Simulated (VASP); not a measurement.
Here is a VASP 6.6.1 calculation.

File INCAR:

```
  PREC = Accurate
  ENCUT = 520
  EDIFF = 1E-6
  ISMEAR = -1
  SIGMA = 0.06122561905347299
  LREAL = F
  LASPH = T
  NELM = 80
  ALGO = Normal
  ISIF = 2
  LWAVE = F
  LCHARG = T
  GGA = PE
  LELF = T
  LVHAR = T
  NBANDS = 11
```

File KPOINTS:

```
Automatic mesh
0
Gamma
  21 21 21
```

File POSCAR:

```
Pt
1.0
    2.5902215738      0.0000000000      0.0000000000
    0.0000000000      2.5902215738      0.0000000000
    0.0000000000      0.0000000000      2.5902215738
Pt
1
Direct
    0.0000000000      0.0000000000      0.0000000000
```

Potentials or basis: VASP PAW PBE potentials, release 64 (Pt).

Run with:

```console
$ cat potpaw_PBE.64/Pt/POTCAR > POTCAR
$ mpirun -np 1 vasp_std > vasp.out
```

Task: What does it give for the band gap on the k mesh?

Result: Zero (bands 5 and 6 overlap by 3.23 eV).

Task: Estimate the pressure.

Result: 7.6 GPa.

Caveat: the cell stands under pressure; spin-orbit coupling is left out, which moves the levels of the heavy elements.
